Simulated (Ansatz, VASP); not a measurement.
**PbSe in VASP and in Ansatz**

File INCAR:

```
PREC     = Accurate       # precision mode
ENCUT    = 520            # plane-wave cutoff, eV
EDIFF    = 1E-6           # SCF threshold, eV
ISMEAR   = -1             # smearing method
SIGMA    = 0.01           # smearing width, eV
LREAL    = False          # projectors in reciprocal space
LASPH    = True           # aspherical terms in the spheres
NELM     = 100            # most SCF steps
ALGO     = Normal         # electronic algorithm
ISIF     = 2              # what is computed and relaxed
LWAVE    = False          # write WAVECAR
LCHARG   = False          # write CHGCAR
GGA      = PE             # functional
NBANDS   = 17             # bands
```

KPOINTS

```
Automatic mesh
0
Gamma
  6 6 6
```

Contents of POSCAR:

```
PbSe
1.0
    0.0000000000      3.0606500000      3.0606500000
    3.0606500000      0.0000000000      3.0606500000
    3.0606500000      3.0606500000      0.0000000000
Pb Se
1 1
Direct
    0.0000000000      0.0000000000      0.0000000000
    0.5000000000      0.5000000000      0.5000000000
```

Input for Ansatz:

```yaml
crystal:
  lattice:
    - [0.0, 3.06065, 3.06065]
    - [3.06065, 0.0, 3.06065]
    - [3.06065, 3.06065, 0.0]
  atoms:
    - { symbol: Pb, position: [0.0, 0.0, 0.0] }
    - { symbol: Se, position: [0.5, 0.5, 0.5] }
kpoints:
  mp_grid:
    grid: [6, 6, 6]
hamiltonian:
  xc: pbe
  pseudopotentials:
    kind: paw
scf:
  occupations:
    method: fermi_dirac
    width: 0.01
output:
  forces: true
  stress: true
```

Alike in both runs: task single point; functional PBE; k mesh 6 × 6 × 6; occupations fermi-dirac, width 0.01 eV; no spin polarisation.

|  | VASP | Ansatz |
| --- | --- | --- |
| version | VASP 6.6.1 | Ansatz 0.2.0 |
| potentials or method | VASP PAW PBE potentials, release 64 (Pb_d, Se) | plane waves, PAW |
| plane-wave cutoff (eV) | 520 | 420 |
| valence electrons in the cell | 20 | 30 |

|  | VASP | Ansatz | Ansatz less VASP |
| --- | --- | --- | --- |
| pressure (GPa) | 2.4 | 2.4 | +0.02 |

VASP's potentials hold 20 valence electrons a cell and Ansatz's 30, so a difference there can come from the potentials and not from the codes.

Spin-orbit coupling is off throughout.
